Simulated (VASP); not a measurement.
**Y5N: relaxation of cell and atoms with PBE**

The system is Y5N.

```xyz
6
Lattice="5.6216 0.0000 0.0000 -2.8108 4.8684 0.0000 0.0000 0.0000 4.4323" Properties=species:S:1:pos:R:3 pbc="T T T"
Y     2.8108    1.6228    0.0000
Y     2.8108    0.0000    2.2162
Y     1.4054    2.4342    2.2162
Y    -1.4054    2.4342    2.2162
Y     0.0000    3.2456    0.0000
N     0.0000    0.0000    0.0000
```

The cell was generated, and may not be a known phase.

```json
{
 "Program": "VASP 6.6.1",
 "Task": "relaxation of cell and atoms",
 "Functional": "PBE",
 "Potentials or basis": "VASP PAW PBE potentials, release 64 (Y_sv, N)",
 "Cutoff": "600 eV",
 "k mesh": "6 × 6 × 4",
 "Occupations": "gaussian, width 0.1 eV",
 "Spin": "no spin polarisation",
 "Dipole correction": "no",
 "Further INCAR settings": "ALGO = Normal; EDIFF = 1e-06; IBRION = 2; EDIFFG = -0.04; NSW = 90; ISIF = 3"
}
```

```json
{
  "Relaxed volume": "33.01 Å³/atom",
  "Relaxed cell": "a = 6.187 Å, b = 6.187 Å, c = 5.975 Å, α = 90.00°, β = 90.00°, γ = 120.00°",
  "Space group after relaxing (to 0.1 Å)": "P6/mmm (No. 191)",
  "Energy gained by relaxing": "992.9 meV/atom",
  "Ionic steps": "8",
  "Pressure after relaxing": "-0.1 GPa",
  "Band gap on the k mesh": "zero (bands 30 and 31 overlap by 0.36 eV)"
}
```

The path:
```tsv
step	energy change (eV)	largest force (eV/Å)	pressure (GPa)	volume (Å³)
1	0.0000	0.0000	27.43	121.30
2	-5.7259	0.0000	1.62	192.16
3	-5.6966	0.0000	-2.40	222.30
4	-5.8155	0.0000	-0.57	206.58
5	-5.8156	0.0000	-0.31	204.59
6	-5.9043	0.0000	-0.22	202.14
7	-5.9552	0.0000	-0.01	197.07
8	-5.9576	0.0000	-0.06	198.07
```

Final structure:
```cif
data_structure
_symmetry_space_group_name_H-M 'P 1'
_symmetry_Int_Tables_number 1
_cell_length_a 6.1870
_cell_length_b 6.1870
_cell_length_c 5.9747
_cell_angle_alpha 90.000
_cell_angle_beta 90.000
_cell_angle_gamma 120.000
_cell_volume 198.07
loop_
_atom_site_label
_atom_site_type_symbol
_atom_site_fract_x
_atom_site_fract_y
_atom_site_fract_z
_atom_site_occupancy
Y1 Y 0.66667 0.33333 0.00000 1
Y2 Y 0.50000 0.00000 0.50000 1
Y3 Y 0.50000 0.50000 0.50000 1
Y4 Y 0.00000 0.50000 0.50000 1
Y5 Y 0.33333 0.66667 0.00000 1
N1 N 0.00000 0.00000 0.00000 1
```

Levels at points of the mesh, in eV from the Fermi level:
```tsv
k point	band 28	band 29	band 30	band 31	band 32	band 33
(0.00, 0.00, 0.00)	-0.74	-0.61	-0.61	-0.06	-0.06	0.08
(0.50, 0.00, 0.00)	-0.13	-0.11	-0.10	-0.03	0.19	0.49
(0.00, 0.00, 0.50)	-1.09	-1.09	0.23	0.30	0.30	0.57
(0.50, 0.00, 0.50)	-0.48	-0.17	-0.08	0.06	0.19	0.40
```

It took 14 min on 1 thread of Intel(R) Xeon(R) Platinum 8488C (Sapphire Rapids), on a shared host, peak memory 0.34 GiB.

Caveat: the volume moved by over 15 % at a fixed basis, so the end points are rough.
